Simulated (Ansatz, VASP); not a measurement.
KCl: VASP beside Ansatz

```
K Cl
1.0
     3.78625    0.00000    0.00000
     0.00000    3.78625    0.00000
     0.00000    0.00000    3.78625
K Cl
1 1
Direct
  0.00000 0.00000 0.00000
  0.50000 0.50000 0.50000
```

Change from the starting cell: hydrostatic strain +0.4%.

Alike in both runs: task single point; functional PBE; k mesh 8 × 8 × 8; occupations fermi-dirac, width 0.02 eV; no spin polarisation.

```csv
,VASP,Ansatz
version,VASP 6.6.1,Ansatz 0.2.0
potentials or method,"VASP PAW PBE potentials, release 64 (K_sv, Cl)","plane waves, PAW"
plane-wave cutoff (eV),520,420
valence electrons in the cell,16,16
```

|  | VASP | Ansatz | Ansatz less VASP |
| --- | --- | --- | --- |
| gap on the k mesh at the Fermi level (eV) | 4.98 | 4.98 | +0.001 |
| pressure (GPa) | 0.8 | 0.8 | -0.02 |
